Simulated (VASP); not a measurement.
Ag3BiAs:

```
Ag Bi As
1.0
     6.76439    0.00000    0.00000
     0.00000    6.76439    0.00000
     0.00000    0.00000    6.19112
Ag Bi As
6 2 2
Cartesian
  1.6911 5.0733 3.0956
  5.0733 1.6911 3.0956
  5.0733 5.0733 3.0956
  1.6911 1.6911 3.0956
  3.3822 3.3822 3.0956
  0.0000 0.0000 3.0956
  3.3822 0.0000 0.3787
  0.0000 3.3822 5.8124
  3.3822 3.3822 0.0000
  0.0000 0.0000 0.0000
```

The cell was generated, and may not be a known phase.

* Program: VASP 6.6.1
* Task: relaxation of cell and atoms
* Functional: PBE
* Potentials or basis: VASP PAW PBE potentials, release 64 (Ag, Bi_d, As)
* Cutoff: 600 eV
* k mesh: 3 × 3 × 3
* Occupations: gaussian, width 0.2 eV
* Spin: no spin polarisation

At the start: pressure 1.9 GPa; volume 28.33 Å³/atom.

Problem. Where does the relaxation end?

Solution. Over 16 steps the energy falls by 359.3 meV/atom and the volume is 26.82 Å³/atom (-5.3 %); space group P4/nmm (No. 129, to 0.1 Å) before and after.

Step by step:
| step | energy change (eV) | largest force (eV/Å) | pressure (GPa) | volume (Å³) |
| --- | --- | --- | --- | --- |
| 1 | 0.0000 | 0.5391 | 1.92 | 283.29 |
| 2 | -1.9077 | 0.6660 | -3.79 | 295.50 |
| 3 | -2.2371 | 0.6403 | -4.97 | 299.84 |
| 4 | -3.1892 | 0.4779 | -0.44 | 263.15 |
| 5 | -3.1901 | 0.4856 | -0.60 | 263.95 |
| 6 | -3.2393 | 0.5058 | 0.02 | 260.93 |
| 7 | -3.2582 | 0.5191 | 0.87 | 257.22 |
| 8 | -3.2905 | 0.5260 | 0.64 | 258.57 |
| 9 | -3.3549 | 0.5066 | 0.09 | 262.53 |
| 10 | -3.3285 | 0.3230 | -0.52 | 270.34 |
| 11 | -3.3736 | 0.4619 | -0.18 | 265.08 |
| 12 | -3.4208 | 0.4185 | -0.27 | 265.91 |
| 13 | -3.5274 | 0.2664 | -0.47 | 268.39 |
| 14 | -3.5769 | 0.1026 | -0.56 | 273.30 |
| 15 | -3.5847 | 0.0011 | -0.58 | 271.99 |
| 16 | -3.5925 | 0.0390 | 0.11 | 268.22 |

Final structure:
```
Ag Bi As
1.0
     7.27118    0.00000    0.00000
     0.00000    7.27118    0.00000
     0.00000    0.00000    5.07327
Ag Bi As
6 2 2
Direct
  0.25000 0.75000 0.50000
  0.75000 0.25000 0.50000
  0.75000 0.75000 0.50000
  0.25000 0.25000 0.50000
  0.50000 0.50000 0.50000
  0.00000 0.00000 0.50000
  0.50000 0.00000 0.18441
  0.00000 0.50000 0.81559
  0.50000 0.50000 0.00000
  0.00000 0.00000 0.00000
```

Caveat: a cell axis changed by over 15 % at a fixed basis, so the end point is rough; the relaxation stopped at a loose force limit of 0.08 eV/Å, so its end isn't a converged minimum.
